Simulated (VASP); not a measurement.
Cs2CuO2, 5 atoms in the cell. The structure is tetragonal, space group I4/mmm (No. 139). Conventional cell: a = 4.029 Å, b = 4.029 Å, c = 13.844 Å, α = 90.00°, β = 90.00°, γ = 90.00°. Within 2.5 Å of O (site symmetry 4mm) lie 1 Cu at 1.91 Å. Cs (site symmetry 4mm) has 5 O at 2.77 to 2.87 Å and 4 Cu at 3.63 Å and 4 Cs at 3.75 Å within 3.8 Å. Within 2.5 Å of Cu (site symmetry 4/mmm) lie 2 O at 1.91 Å. 

```yaml
Program: VASP 6.6.1
Task: single point
Functional: r2SCAN
Potentials_or_basis: VASP PAW PBE potentials, release 64 (O, Cs_sv, Cu)
Cutoff: 520 eV
k_mesh: 9 × 9 × 9
Occupations: fermi-dirac, width 0.1 eV
Spin: no spin polarisation
Dipole_correction: no
Further_INCAR_settings: ALGO = Normal; EDIFF = 1e-06
```

Potentials or basis: VASP PAW PBE potentials, release 64 (O, Cs_sv, Cu).

Launch:

```console
$ cat potpaw_PBE.64/O/POTCAR potpaw_PBE.64/Cs_sv/POTCAR potpaw_PBE.64/Cu/POTCAR > POTCAR
$ cp INCAR.step1 INCAR
$ mpirun -np 1 vasp_std > vasp.out
$ cp INCAR.step2 INCAR
$ mpirun -np 1 vasp_std > vasp.out
```

Hardware: 1 thread of Intel(R) Xeon(R) Platinum 8488C (Sapphire Rapids), on a shared host.

How long does it take, and how much memory?

Run time: 11 min on 1 thread of Intel(R) Xeon(R) Platinum 8488C (Sapphire Rapids), with other jobs on the host, peak memory 0.37 GiB. Counts: k points 75.
